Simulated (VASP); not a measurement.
Wanted: the native input for a VASP 6.6.1 run.

* Task: single point
* Functional: PBE
* Potentials or basis: VASP PAW PBE potentials, release 64 (Be)
* Cutoff: 520 eV
* k mesh: 24 × 24 × 12
* Occupations: fermi-dirac, width 0.1 eV
* Spin: no spin polarisation
* Dipole correction: no
* Further INCAR settings: ALGO = Fast; EDIFF = 1e-06; NBANDS = 9

The structure of Be lies in POSCAR:

```
Be
1.0
    2.1585317313      0.0000000000      0.0000000000
   -1.0792658657      1.8693433141      0.0000000000
    0.0000000000      0.0000000000      3.4165117025
Be
2
Direct
    0.3333333333      0.6666666667      0.2500000000
    0.6666666667      0.3333333333      0.7500000000
```

The input as run:

INCAR

```
SYSTEM = Be
  PREC = Accurate
  ENCUT = 520
  EDIFF = 1E-6
  ISMEAR = -1
  SIGMA = 0.1
  LREAL = .False.
  LASPH = .True.
  NELM = 80
  ALGO = Fast
  ISIF = 2
  LWAVE = .False.
  LCHARG = .False.
  GGA = PE
  NBANDS = 9
```

KPOINTS

```
regular mesh
0
Gamma
  24 24 12
  0 0 0
```

Potentials or basis: VASP PAW PBE potentials, release 64 (Be).

Launch:

```bash
$ cat potpaw_PBE.64/Be/POTCAR > POTCAR
$ mpirun -np 1 vasp_std > vasp.out
```

Results of the run:

The pressure is 21.4 GPa. The band gap on the k mesh is zero (band 2 reaches 9.23 eV, above the bottom of band 3 at 7.01 eV).

Run time: 21 s on 1 thread of Intel(R) Xeon(R) Platinum 8488C (Sapphire Rapids), on a shared host, peak memory 0.15 GiB.
